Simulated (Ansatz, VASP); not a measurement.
# Yb: VASP beside Ansatz

File INCAR:

```
SYSTEM = Yb
ALGO = Normal
EDIFF = 1E-6
ENCUT = 520
GGA = PE
ISIF = 2
ISMEAR = -1
LASPH = .True.
LCHARG = .True.
LELF = .True.
LREAL = .False.
LVHAR = .True.
LWAVE = .False.
NBANDS = 18
NELM = 80
PREC = Accurate
SIGMA = 0.05
```

The input KPOINTS:

```
k-points
0
Gamma
  12 12 12
  0 0 0
```

The input POSCAR:

```
Yb
1.0
    0.0000000000      2.7612667546      2.7612667546
    2.7612667546      0.0000000000      2.7612667546
    2.7612667546      2.7612667546      0.0000000000
Yb
1
Direct
    0.0000000000      0.0000000000      0.0000000000
```

Input for Ansatz:

```yaml
crystal:
  lattice:
    - [0.0, 2.7612667546, 2.7612667546]
    - [2.7612667546, 0.0, 2.7612667546]
    - [2.7612667546, 2.7612667546, 0.0]
  atoms:
    - { symbol: Yb, position: [0.0, 0.0, 0.0] }
kpoints:
  mp_grid: { grid: [12, 12, 12] }
scf:
  occupations: { method: fermi_dirac, width: 0.05 }
hamiltonian:
  xc: pbe
  pseudopotentials: { kind: all_electron, lapw: { basis_error: 0.00025 } }
output:
  forces: true
  stress: true
  eigenvalues: true
```

Change from the starting cell: volume scaled by 1.02.

Alike in both runs: task single point; functional PBE; k mesh 12 × 12 × 12; occupations fermi-dirac, width 0.05 eV; no spin polarisation.

|  | VASP | Ansatz |
| --- | --- | --- |
| version | VASP 6.6.1 | Ansatz 0.2.0 |
| potentials or method | VASP PAW PBE potentials, release 64 (Yb), cutoff 520 eV | all-electron LAPW, scalar-relativistic |

```tsv
	VASP	Ansatz	Ansatz less VASP
pressure (GPa)	-2.3	-2.3	-0.08
```

Ansatz ran all-electron here, and VASP with PAW potentials.

Spin-orbit coupling is off throughout.
